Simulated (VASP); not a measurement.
**Ga: single point with LDA**

Ga:

```
CELL_PARAMETERS angstrom
2.69075 0.00000 -0.00924
0.00000 3.29287 0.00000
-1.31431 0.00000 3.91563
ATOMIC_POSITIONS crystal
Ga 0.86486 0.25000 0.23338
Ga 0.13514 0.75000 0.76662
```

```
Program                : VASP 6.6.1
Task                   : single point
Functional             : LDA
Potentials or basis    : VASP PAW LDA potentials, release 64 (Ga_d)
Cutoff                 : 520 eV
k mesh                 : 16 × 12 × 10
Occupations            : gaussian, width 0.1 eV
Spin                   : no spin polarisation
Dipole correction      : no
Further INCAR settings : ALGO = Fast; EDIFF = 1e-07; NBANDS = 20
```

| Quantity | Value |
| --- | --- |
| Pressure | 0.2 GPa |
| Band gap on the k mesh | zero (band 13 reaches 9.99 eV, above the bottom of band 14 at 1.38 eV) |

Forces on the atoms (eV/Å):
```
Ga   0.001  0.000 -0.002
Ga  -0.001  0.000  0.002
```

Levels at points of the mesh, in eV from the Fermi level:
```tsv
k point	band 10	band 11	band 12	band 13	band 14	band 15	band 16	band 17
(0.00, 0.00, 0.00)	-14.76	-11.79	-2.17	-1.45	1.31	5.36	10.18	10.51
(0.50, 0.00, 0.00)	-14.78	-6.17	-5.36	-1.39	0.30	6.06	6.74	8.67
(0.00, 0.50, 0.00)	-14.83	-8.24	-8.24	1.70	1.70	2.71	2.71	12.39
(0.50, 0.50, 0.00)	-14.78	-2.90	-2.90	-1.80	-1.80	2.15	2.15	4.80
(0.00, 0.00, 0.50)	-14.83	-9.63	-8.86	3.72	4.62	5.87	6.15	7.99
(0.50, 0.00, 0.50)	-14.78	-6.14	-5.32	-1.48	0.21	6.07	6.80	8.71
(0.00, 0.50, 0.50)	-14.92	-6.30	-6.30	-4.70	-4.70	11.55	11.55	12.51
(0.50, 0.50, 0.50)	-14.78	-2.87	-2.87	-1.77	-1.77	2.08	2.08	4.67
```

It took 10 min on 1 thread of Intel Xeon 6975P-C, on a shared host, peak memory 0.35 GiB.
